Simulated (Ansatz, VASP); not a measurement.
## K2S in VASP and in Ansatz

```
CELL_PARAMETERS angstrom
0.00000 3.69550 3.69550
3.69550 0.00000 3.69550
3.69550 3.69550 0.00000
ATOMIC_POSITIONS crystal
K 0.25000 0.25000 0.25000
K 0.75000 0.75000 0.75000
S 0.00000 0.00000 0.00000
```

Alike in both runs: task single point; functional PBE; k mesh 6 × 6 × 6; occupations gaussian, width 0.05 eV; no spin polarisation.

```csv
,VASP,Ansatz
version,VASP 6.6.1,Ansatz 0.2.0
potentials or method,"VASP PAW PBE potentials, release 64 (K_sv, S), cutoff 500 eV","scalar-relativistic, plane waves, PAW"
valence electrons in the cell,24,24
```

Ansatz gave:

* gap on the k mesh at the Fermi level (eV): 2.40
* least direct gap on the mesh (eV): 2.60
* pressure (GPa): 0.6

Task: Which values does VASP return?

Result: gap on the k mesh at the Fermi level (eV): 2.39; least direct gap on the mesh (eV): 2.59; pressure (GPa): 0.6.
